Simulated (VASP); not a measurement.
A run of VASP 6.6.1:

POSCAR

```
InP
1.0
    0.0000000000      2.9092653808      3.0421759819
    2.9092653808      0.0000000000      3.0421759819
    2.9092653808      2.9092653808      0.0000000000
In P
1 1
Direct
    0.0000000000      0.0000000000      0.0000000000
    0.7500000000      0.7500000000      0.7500000000
```

The input INCAR.step1:

```
PREC = Accurate
ENCUT = 520
ISMEAR = 0
SIGMA = 0.05
LREAL = False
LASPH = True
NELM = 100
NBANDS = 16
GGA = PE
ALGO = Normal
EDIFF = 1E-4
LWAVE = True
LCHARG = False
```

Contents of INCAR.step2:

```
PREC = Accurate
ENCUT = 520
EDIFF = 1E-6
ISMEAR = 0
SIGMA = 0.05
LREAL = False
LASPH = True
NELM = 100
ALGO = Normal
ISIF = 2
LWAVE = False
LCHARG = False
METAGGA = R2SCAN
LMIXTAU = True
NBANDS = 16
ISTART = 1
```

Contents of KPOINTS:

```
regular mesh
0
Gamma
  8 8 8
```

Potentials or basis: VASP PAW PBE potentials, release 64 (In_d, P).

Launch:

```bash
$ cat potpaw_PBE.64/In_d/POTCAR potpaw_PBE.64/P/POTCAR > POTCAR
$ cp INCAR.step1 INCAR
$ mpirun -np 1 vasp_std > vasp.out
$ cp INCAR.step2 INCAR
$ mpirun -np 1 vasp_std > vasp.out
```

Hardware: 1 thread of Intel(R) Xeon(R) Platinum 8559C (Emerald Rapids), on a shared host.

Question: Estimate the wall time of this run.

Answer: Wall time 73 s on 1 thread of Intel(R) Xeon(R) Platinum 8559C (Emerald Rapids) (shared host), peak memory 0.21 GiB. Counts: k points 59.
